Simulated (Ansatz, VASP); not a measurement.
**One calculation of B3As, two programs**

```xyz
4
Lattice="3.6004 0.0000 0.0000 0.0000 3.6004 0.0000 0.0000 0.0000 2.9865" Properties=species:S:1:pos:R:3 pbc="T T T"
B     0.0000    1.8002    1.4933
B     1.8002    0.0000    1.4933
B     1.8002    1.8002    0.0000
As    0.0000    0.0000    0.0000
```

Change from the starting cell: species swapped into the Ti3Ag type (P4/mmm, No. 123).

Alike in both runs: functional PBE; k mesh 6 × 6 × 6; occupations gaussian, width 0.1 eV; no spin polarisation.

Ansatz relaxed the structure, and its values are those at the end. VASP's run is a single point on that final structure, the one shown.

|  | VASP | Ansatz |
| --- | --- | --- |
| version | VASP 6.6.1 | Ansatz 0.2.0 |
| potentials or method | VASP PAW PBE potentials, release 64 (B, As), cutoff 520 eV | scalar-relativistic, plane waves, PAW |
| valence electrons in the cell | 14 | 24 |

```csv
,VASP,Ansatz,Ansatz less VASP
gap on the k mesh at the Fermi level (eV),none,none,-
pressure (GPa),0.4,0.1,-0.35
```

A gap of «none» marks a metal or a gap that the smearing closes. VASP's potentials hold 14 valence electrons a cell and Ansatz's 24, so a difference there can come from the potentials and not from the codes.
